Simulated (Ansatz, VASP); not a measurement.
**Two plane-wave programs on N**

```
N
1.0
     3.62900    0.00000    0.00000
    -1.81450    3.14281    0.00000
     0.00000    0.00000    5.89000
N
2
Direct
  0.31742 0.63485 0.23302
  0.66667 0.33333 0.75000
```

Alike in both runs: task single point; functional r2SCAN; k mesh 6 × 6 × 4; occupations gaussian, width 0.05 eV; collinear spin.

|  | VASP | Ansatz |
| --- | --- | --- |
| version | VASP 6.6.1 | Ansatz 0.2.0 |
| potentials or method | VASP PAW PBE potentials, release 64 (N), cutoff 520 eV | scalar-relativistic, plane waves, PAW |
| valence electrons in the cell | 10 | 10 |

|  | VASP | Ansatz | Ansatz less VASP |
| --- | --- | --- | --- |
| gap on the k mesh at the Fermi level (eV) | 3.92 | 3.92 | -0.004 |
| least direct gap on the mesh (eV) | 3.92 | 3.92 | -0.004 |
| pressure (GPa) | 0.2 | 0.3 | +0.15 |
| rms of the force components (eV/Å) | 0.014 | 0.013 | -0.0003 |
| net moment per atom (μB) | 3.00 | 3.00 | 0.000 |
| size of the moment on the site where the two differ most (μB) | 1.99 | 2.89 | +0.901 |

VASP's potentials were made for PBE, not for r2SCAN. Site moments also hang on the region over which each program counts them. Atom by atom the forces differ by 0.000 eV/Å (rms over components). Ansatz's warnings: stability check not made.
